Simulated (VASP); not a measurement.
Runs of VASP 6.6.1 on Bi2Te3. It takes space group R-3m (No. 166, trigonal). Conventional cell: a = 4.386 Å, b = 4.386 Å, c = 30.497 Å, α = 90.00°, β = 90.00°, γ = 120.00°. Bi (site symmetry 3m) has 6 Te at 3.07 to 3.25 Å within 4.0 Å. Within 4.6 Å of Te (site symmetry -3m) lie 6 Bi at 3.25 Å and 12 Te at 4.39 to 4.55 Å. Within 4.0 Å of Te (site symmetry 3m) lie 3 Bi at 3.07 Å and 3 Te at 3.64 Å. 

```csv
k mesh,gap on the mesh (eV),pressure (GPa),largest force (eV/Å)
8 × 8 × 8,0.28,1.9,0.03
6 × 6 × 6,0.28,1.9,0.02
2 × 2 × 2,0.26,4.3,0.69
4 × 4 × 4,(a),1.8,0.05
```

Alike in all rows: task single point; level PBE; potentials or basis VASP PAW PBE potentials, release 64 (Bi_d, Te); no spin polarisation; cell as given; cutoff (eV) 500; smearing gaussian 0.01 eV.

Question: Estimate the missing entries.

Answer: (a) 0.29.

Caveats: some runs use coarse meshes; spin-orbit coupling is left out, which moves the levels of the heavy elements.

A k mesh can miss the band edges, and the runs leave out spin-orbit coupling on Bi, Te.
